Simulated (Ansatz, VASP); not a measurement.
Sc2GeTe5 in VASP and in Ansatz

```
CELL_PARAMETERS angstrom
3.02377 -4.58260 0.00000
3.02377 4.58260 0.00000
0.00000 0.00000 9.61661
ATOMIC_POSITIONS crystal
Sc 0.80864 0.19136 0.50000
Sc 0.19136 0.80864 0.50000
Ge 0.00000 0.00000 0.00000
Te 0.23978 0.76022 0.20334
Te 0.76022 0.23978 0.20334
Te 0.23978 0.76022 0.79666
Te 0.76022 0.23978 0.79666
Te 0.50000 0.50000 0.50000
```

Alike in both runs: functional PBE; k mesh 4 × 4 × 2; occupations gaussian, width 0.2 eV; no spin polarisation.

Ansatz relaxed the structure, and its values are those at the end. VASP's run is a single point on that final structure, the one shown.

```csv
,VASP,Ansatz
version,VASP 6.6.1,Ansatz 0.2.0
potentials or method,"VASP PAW PBE potentials, release 64 (Sc_sv, Ge_d, Te), cutoff 520 eV","scalar-relativistic, plane waves, PAW"
valence electrons in the cell,66,116
```

```csv
,VASP,Ansatz,Ansatz less VASP
gap on the k mesh at the Fermi level (eV),none,none,-
pressure (GPa),0.1,0.1,-0.01
rms of the force components (eV/Å),0.019,0.024,+0.0050
```

A gap of «none» marks a metal or a gap that the smearing closes. VASP's potentials hold 66 valence electrons a cell and Ansatz's 116, so a difference there can come from the potentials and not from the codes.

Spin-orbit coupling is off throughout.
